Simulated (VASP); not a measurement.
Input of a VASP 6.6.1 run:

Contents of INCAR:

```
ALGO = Normal
EDIFF = 1E-6
ENCUT = 600
GGA = PE
GGA_COMPAT = F
ISIF = 2
ISMEAR = 0
LASPH = T
LCHARG = T
LELF = T
LREAL = F
LVHAR = T
LWAVE = F
NBANDS = 11
NELM = 120
PREC = Accurate
SIGMA = 0.01
```

File KPOINTS:

```
k-points
0
Gamma
  6 6 6
```

File POSCAR:

```
MgSe
1.0
    0.0000000000      2.7362756105      2.7362756105
    2.7362756105      0.0000000000      2.7362756105
    2.7362756105      2.7362756105      0.0000000000
Mg Se
1 1
Direct
    0.0000000000      0.0000000000      0.0000000000
    0.5000000000      0.5000000000      0.5000000000
```

Potentials or basis: VASP PAW PBE potentials, release 64 (Mg, Se).

Launch:

```bash
$ cat potpaw_PBE.64/Mg/POTCAR potpaw_PBE.64/Se/POTCAR > POTCAR
$ mpirun -np 1 vasp_std > vasp.out
```

(1) What does it give for the pressure?

(2) Predict the band gap on the k mesh.

## Answers

(1) 1.1 GPa.

(2) 1.78 eV (least direct gap 2.52 eV).
